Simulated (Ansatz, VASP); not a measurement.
**SnO2: VASP beside Ansatz**

Contents of INCAR:

```
SYSTEM = SnO2
ALGO = Normal
EDIFF = 1E-6
ENCUT = 520
GGA = PE
ISIF = 2
ISMEAR = 0
LASPH = .True.
LCHARG = .False.
LREAL = .False.
LWAVE = .False.
NBANDS = 35
NELM = 100
PREC = Accurate
SIGMA = 0.05
```

KPOINTS

```
k-points
0
Gamma
  6 6 10
  0 0 0
```

The input POSCAR:

```
SnO2
1.0
    4.5430443386      0.0000000000      0.0000000000
    0.0000000000      4.5430443386      0.0000000000
    0.0000000000      0.0000000000      3.6564793637
Sn O
2 4
Direct
    0.0000000000      0.0000000000      0.0000000000
    0.5000000000      0.5000000000      0.5000000000
    0.3066050867      0.3066050867      0.0000000000
    0.1933949133      0.8066050867      0.5000000000
    0.6933949133      0.6933949133      0.0000000000
    0.8066050867      0.1933949133      0.5000000000
```

Input for Ansatz:

```yaml
crystal:
  lattice:
    - [4.5430443386, 0.0, 0.0]
    - [0.0, 4.5430443386, 0.0]
    - [0.0, 0.0, 3.6564793637]
  atoms:
    - { symbol: Sn, position: [0.0, 0.0, 0.0] }
    - { symbol: Sn, position: [0.5, 0.5, 0.5] }
    - { symbol: O, position: [0.3066050867, 0.3066050867, 0.0] }
    - { symbol: O, position: [0.1933949133, 0.8066050867, 0.5] }
    - { symbol: O, position: [0.6933949133, 0.6933949133, 0.0] }
    - { symbol: O, position: [0.8066050867, 0.1933949133, 0.5] }
basis:
  ecutwfc: 420
kpoints:
  mp_grid: { grid: [6, 6, 10] }
hamiltonian:
  xc: pbe
scf:
  occupations: { method: gaussian, width: 0.05 }
output:
  forces: true
  stress: true
  eigenvalues: true
```

Alike in both runs: task single point; functional PBE; k mesh 6 × 6 × 10; occupations gaussian, width 0.05 eV; no spin polarisation.

|  | VASP | Ansatz |
| --- | --- | --- |
| version | VASP 6.6.1 | Ansatz 0.2.0 |
| potentials or method | VASP PAW PBE potentials, release 64 (Sn_d, O), cutoff 520 eV | scalar-relativistic, plane waves, PAW |
| valence electrons in the cell | 52 | 52 |

VASP gave:

* gap on the k mesh at the Fermi level (eV): 0.46
* least direct gap on the mesh (eV): 0.46
* pressure (GPa): -1.1
* traceless stress, the component that is largest in VASP (GPa): -18.71
* rms of the force components (eV/Å): 0.244

What did Ansatz give for the same quantities?

gap on the k mesh at the Fermi level (eV): 0.48; least direct gap on the mesh (eV): 0.48; pressure (GPa): -1.6; traceless stress, the component that is largest in VASP (GPa): -18.62; rms of the force components (eV/Å): 0.227.

Atom by atom the forces differ by 0.016 eV/Å (rms over components).
